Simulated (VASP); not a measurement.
# Hf (P6_3/mmc) in VASP: a series of runs

Hf is run at these levels: PBEsol+D3(BJ); tasks: single point.

Program: VASP 6.6.1. These are calculated values, not measurements. Logs are shortened: lines on timing, memory, paths and dates and some standing lists are left out, and cuts for length are marked.

## Step 1: The cell of the first run

The structure is hexagonal, space group P6_3/mmc (No. 194). Conventional cell: a = 3.041 Å, b = 3.041 Å, c = 4.860 Å, α = 90.00°, β = 90.00°, γ = 120.00°. Hf (site symmetry -6m2) has 12 Hf at 3.00 to 3.04 Å within 3.9 Å.

## Step 2: Single point, PBEsol+D3(BJ)

INCAR reads:

```
ALGO = Normal ; EDIFF = 1E-6
ENCUT = 520 ; GGA = PS
ISIF = 2 ; ISMEAR = 1
IVDW = 12 ; LASPH = True
LCHARG = True ; LELF = True
LREAL = False ; LVHAR = True
LWAVE = False ; NBANDS = 17
NELM = 60 ; PREC = Accurate
SIGMA = 0.1
```

KPOINTS reads:

```
k-points
0
Gamma
  13 13 7
```

POSCAR reads:

```
Hf
1.0
    3.0411533485      0.0000000000      0.0000000000
   -1.5205766742      2.6337160566      0.0000000000
    0.0000000000      0.0000000000      4.8597996551
Hf
2
Direct
    0.3333333333      0.6666666667      0.2500000000
    0.6666666667      0.3333333333      0.7500000000
```

Potentials or basis: VASP PAW PBE potentials, release 64 (Hf_pv).

Command:

```console
cat potpaw_PBE.64/Hf_pv/POTCAR > POTCAR
mpirun -np 1 vasp_std > vasp.out
```

OUTCAR:

```text
EDIFF = 1E-6
   ENCUT = 520
   GGA = PS
   ISIF = 2
   ISMEAR = 1
   IVDW = 12
   LASPH = True
   LREAL = False
   NELM = 60
   PREC = Accurate
 IVDW          = 12

 ion  position               nearest neighbor table
   1  0.333  0.667  0.250-   2 3.00   2 3.00   2 3.00   2 3.00   2 3.00   2 3.00
   2  0.667  0.333  0.750-   1 3.00   1 3.00   1 3.00   1 3.00   1 3.00   1 3.00

  LATTYP: Found a hexagonal cell.
 ALAT       =     3.0411533485
 C/A-ratio  =     1.5980120363

  Lattice vectors:

 A1 = (   3.0411533485,   0.0000000000,   0.0000000000)
 A2 = (  -1.5205766742,   2.6337160566,   0.0000000000)
 A3 = (   0.0000000000,   0.0000000000,   4.8597996551)

Analysis of symmetry for initial positions (statically):
=====================================================================
 Subroutine PRICEL returns:
 Original cell was already a primitive cell.

 Routine SETGRP: Setting up the symmetry group for a
 hexagonal supercell.

 Subroutine GETGRP returns: Found 24 space group operations
 (whereof 12 operations were pure point group operations)
 out of a pool of 24 trial point group operations.

The static configuration has the point symmetry D_3d.
 The point group associated with its full space group is D_6h.

Analysis of symmetry for dynamics (positions and initial velocities):
=====================================================================
 Subroutine PRICEL returns:
 Original cell was already a primitive cell.

 Routine SETGRP: Setting up the symmetry group for a
 hexagonal supercell.

 Subroutine GETGRP returns: Found 24 space group operations
 (whereof 12 operations were pure point group operations)
 out of a pool of 24 trial point group operations.

The dynamic configuration has the point symmetry D_3d.
 The point group associated with its full space group is D_6h.

 Subroutine INISYM returns: Found 24 space group operations
 (whereof 12 operations are pure point group operations),
 and found     1 'primitive' translations

----------------------------------------------------------------------------------------

                                     Primitive cell

  volume of cell :      38.9247

  direct lattice vectors                    reciprocal lattice vectors
     3.041153348  0.000000000  0.000000000     0.328822616  0.189845826  0.000000000
    -1.520576674  2.633716057  0.000000000     0.000000000  0.379691652  0.000000000
     0.000000000  0.000000000  4.859799655     0.000000000  0.000000000  0.205769799

  length of vectors
     3.041153348  3.041153348  4.859799655     0.379691652  0.379691652  0.205769799

  position of ions in fractional coordinates (direct lattice)
     0.333333333  0.666666667  0.250000000
     0.666666667  0.333333333  0.750000000

  ion indices of the primitive-cell ions
   primitive index   ion index
                 1           1
                 2           2

----------------------------------------------------------------------------------------

 KPOINTS: k-points

Automatic generation of k-mesh.
 Grid dimensions read from file:
 generate k-points for:   13   13    7

 Generating k-lattice:

  Cartesian coordinates                     Fractional coordinates (reciprocal lattice)
     0.025294047  0.014603525  0.000000000     0.076923077  0.000000000  0.000000000
     0.000000000  0.029207050  0.000000000     0.000000000  0.076923077  0.000000000
     0.000000000  0.000000000  0.029395686     0.000000000  0.000000000  0.142857143

  Length of vectors
     0.029207050  0.029207050  0.029395686

  Shift w.r.t. Gamma in fractional coordinates (k-lattice)
     0.000000000  0.000000000  0.000000000

 Subroutine IBZKPT returns following result:
 ===========================================

 Found     84 irreducible k-points:

 Following reciprocal coordinates:
            Coordinates               Weight
  0.000000  0.000000  0.000000      1.000000
  0.076923 -0.000000  0.000000      6.000000
  0.153846 -0.000000  0.000000      6.000000
  0.230769 -0.000000  0.000000      6.000000
  0.307692 -0.000000  0.000000      6.000000
  0.384615 -0.000000  0.000000      6.000000
[... 16 lines left out ...]
  0.076923 -0.000000  0.142857     12.000000
  0.153846 -0.000000  0.142857     12.000000
 [... further k-points ...]
   k-points           NKPTS =     84   k-points in BZ     NKDIM =     84   number of bands    NBANDS=     17
   number of dos      NEDOS =    301   number of ions     NIONS =      2
   total plane-waves  NPLWV =  20736
   dimension x,y,z NGX =    24 NGY =   24 NGZ =   36
   dimension x,y,z NGXF=    48 NGYF=   48 NGZF=   72
   ions per type =               2
   NGX,Y,Z   is equivalent  to a cutoff of  13.12, 13.12, 12.32 a.u.
   NGXF,Y,Z  is equivalent  to a cutoff of  26.24, 26.24, 24.63 a.u.
 SYSTEM =  unknown system
   PREC   = accura    normal or accurate (medium, high low for compatibility)
   ISTART =      0    job   : 0-new  1-cont  2-samecut
   ICHARG =      2    charge: 1-file 2-atom 10-const
   ISPIN  =      1    spin polarized calculation?
   LNONCOLLINEAR =      F non collinear calculations
   LSORBIT =      F    spin-orbit coupling
   LASPH  =      T    aspherical Exc in radial PAW
   ENCUT  =  520.0 eV  38.22 Ry    6.18 a.u.   5.65  5.65  9.04*2*pi/ulx,y,z
   NELM   =     60;   NELMIN=  2; NELMDL= -5     # of ELM steps
   EDIFF  = 0.1E-05   stopping-criterion for ELM
   LREAL  =      F    real-space projection
   EDIFFG = 0.1E-04   stopping-criterion for IOM
   NSW    =      0    number of steps for IOM
   IBRION =     -1    ionic relax: 0-MD 1-quasi-New 2-CG
   NFREE  =      0    steps in history (QN), initial steepest desc. (CG)
   ISIF   =      2    stress and relaxation
   ISYM   =      2    0-nonsym 1-usesym 2-fastsym
   POTIM  = 0.5000    time-step for ionic-motion
   TEBEG  =    0.0;   TEEND  =   0.0 temperature during run
   PSTRESS=    0.0 pullay stress
   NELECT =      20.0000    total number of electrons
   NUPDOWN=      -1.0000    fix difference up-down
   EMIN   =  10.00;   EMAX   =-10.00  energy-range for DOS
   EFERMI =   0.00;   METHOD = LEGACY
   ISMEAR =     1;   SIGMA  =   0.10  broadening in eV -4-tet -1-fermi 0-gaus
   EFERMI_NEDOS =   21; number of points for ismear=-14 and -15
   IALGO  =     38    algorithm
   IMIX   =      4    mixing-type and parameters
     AMIX     =   0.40;   BMIX     =  1.00
     AMIX_MAG =   1.60;   BMIX_MAG =  1.00
  volume/ion in A,a.u.               =      19.46       131.34
  Fermi-wavevector in a.u.,A,eV,Ry     =   1.311222  2.477851 23.392545  1.719304
  Thomas-Fermi vector in A             =   2.441699
   LORBIT       =      0    0 simple, 1 ext, 2 COOP (PROOUT), +10 PAW based schemes
   GGA     = PS    functional components
   LHFCALC =     F    Hartree Fock is set to
   AEXX    =    0.0000 exact exchange contribution
   IVDW    =    12    specifies the selected vdW correction
   LEPSILON=     F    determine dielectric tensor
   LRPA    =     F    only Hartree local field effects (RPA)
 non-spin polarized calculation
 Methfessel and Paxton  Order N= 1 SIGMA  =   0.10
  energy-cutoff  :      520.00
  volume of cell :       38.92
 maximum number of plane-waves:      1087
 NGX is ok and might be reduce to    24
   NGX = 11   NGY = 11   NGZ = 19

 number of electron      20.0000005 magnetization

 Free energy of the ion-electron system (eV)
  ---------------------------------------------------
  ext. energy  EPLUGINS =         0.00000000
  ---------------------------------------------------
  free energy    TOTEN  =       -20.83695665 eV

  energy without entropy =      -20.83629330  energy(sigma->0) =      -20.83673553

 E-fermi :   5.7916     XC(G=0): -12.0456

 val. band max:        5.7890195578   @ k =   0.3846   0.1538   0.4286
 cond. band min:       5.8090445340   @ k =   0.2308   0.1538   0.4286
 fundamental gap:      0.0200249762
 Fermi energy:         5.7916194607

 k-point     1 :       0.0000    0.0000    0.0000
  band No.  band energies     occupation
      1     -25.2259      2.00000
      2     -24.0620      2.00000
      3     -24.0620      2.00000
      4     -23.8775      2.00000
      5     -23.8747      2.00000
      6     -23.8747      2.00000
[... 9 lines left out ...]
     16       8.7685      0.00000
     17      11.8868      0.00000

 k-point     2 :       0.0769   -0.0000    0.0000
  band No.  band energies     occupation
      1     -25.2018      2.00000
      2     -24.1174      2.00000
      3     -24.0800      2.00000
      4     -23.9332      2.00000
      5     -23.8879      2.00000
      6     -23.8818      2.00000
[... 9 lines left out ...]
     16       8.5587      0.00000
     17      12.0636      0.00000

 k-point     3 :       0.1538   -0.0000    0.0000
  band No.  band energies     occupation
      1     -25.1321      2.00000
      2     -24.2706      2.00000
      3     -24.1282      2.00000
      4     -24.0903      2.00000
      5     -23.9192      2.00000
      6     -23.9031      2.00000
[... 9 lines left out ...]
     16       8.6841      0.00000
     17      12.4402      0.00000

 k-point     4 :       0.2308   -0.0000    0.0000
  band No.  band energies     occupation
      1     -25.0249      2.00000
      2     -24.4853      2.00000
      3     -24.3004      2.00000
      4     -24.1931      2.00000
      5     -23.9719      2.00000
      6     -23.9353      2.00000
[... 9 lines left out ...]
     16       9.5869      0.00000
     17      12.8032      0.00000
[... 343 lines left out ...]
      1     -25.1651      2.00000
      2     -24.0528      2.00000
      3     -24.0528      2.00000
      4     -23.9513      2.00000
      5     -23.8840      2.00000
      6     -23.8840      2.00000
[... 9 lines left out ...]
     16       9.1106      0.00000
     17      11.9841      0.00000

 k-point    23 :       0.0769   -0.0000    0.1429
  band No.  band energies     occupation
      1     -25.1439      2.00000
      2     -24.1068      2.00000
      3     -24.0703      2.00000
      4     -23.9968      2.00000
      5     -23.9047      2.00000
      6     -23.8918      2.00000
[... 9 lines left out ...]
     16       8.9570      0.00000
     17      12.1455      0.00000

 k-point    24 :       0.1538   -0.0000    0.1429
  band No.  band energies     occupation
      1     -25.0839      2.00000
      2     -24.2558      2.00000
      3     -24.1424      2.00000
      4     -24.1173      2.00000
      5     -23.9386      2.00000
      6     -23.9144      2.00000
[... 9 lines left out ...]
     16       8.8788      0.00000
     17      12.4259      0.00000

 [... further k-points ...]

------------------------ aborting loop because EDIFF is reached ----------------------------------------

 Edisp (eV)   -1.17957

 E8    (eV) :    -0.8907

  FORCE on cell =-STRESS in cart. coord.  units (eV):
  Direction    XX          YY          ZZ          XY          YZ          ZX
  --------------------------------------------------------------------------------------
  -------------------------------------------------------------------------------------
  Total       2.18577     2.18577     2.14246     0.00000    -0.00000     0.00000
  in kB      89.96819    89.96819    88.18558     0.00000    -0.00000     0.00000
  external pressure =       89.37 kB  Pullay stress =        0.00 kB

 VOLUME and BASIS-vectors are now :
 -----------------------------------------------------------------------------
  energy-cutoff  :      520.00
  volume of cell :       38.92
      direct lattice vectors                 reciprocal lattice vectors
     3.041153348  0.000000000  0.000000000     0.328822616  0.189845826  0.000000000
    -1.520576674  2.633716057  0.000000000     0.000000000  0.379691652  0.000000000
     0.000000000  0.000000000  4.859799655     0.000000000  0.000000000  0.205769799

 POSITION                                       TOTAL-FORCE (eV/Angst)
 -----------------------------------------------------------------------------------
     -0.00000      1.75581      1.21495        -0.000000     -0.000000      0.000000
      1.52058      0.87791      3.64485         0.000000      0.000000      0.000000
 -----------------------------------------------------------------------------------
    total drift:                                0.000000     -0.000000      0.000000

  FREE ENERGIE OF THE ION-ELECTRON SYSTEM (eV)
  ---------------------------------------------------
  free  energy   TOTEN  =       -22.0165220590 eV

  energy  without entropy=      -22.0158587154  energy(sigma->0) =      -22.01630094
```

Run time: 54 s. Hardware: 1 thread of Intel Xeon 8259CL, shared host; peak memory 0.19 GiB.

What came out:

| Quantity | Value |
| --- | --- |
| Free energy | -22.0165 eV |
| Pressure | 8.9 GPa |
| Band gap on the k mesh | zero (band 10 reaches 6.96 eV, above the bottom of band 11 at 5.47 eV) |
| Dispersion energy per atom | -0.590 eV |

Levels at points of the mesh, in eV from the Fermi level:
```tsv
k point	band 6	band 7	band 8	band 9	band 10	band 11	band 12	band 13	band 14	band 15
(0.00, 0.00, 0.00)	-29.67	-7.87	-4.23	1.14	1.17	1.17	1.38	2.13	2.13	2.98
```

Caveat: three body term missing; the PAW data sets were made with another functional, which shifts forces and pressure a little; spin-orbit coupling is left out, which moves the levels of the heavy elements; pairwise dispersion overbinds metals, which lowers pressure and volume.

(Continued in part 2 of 2.)
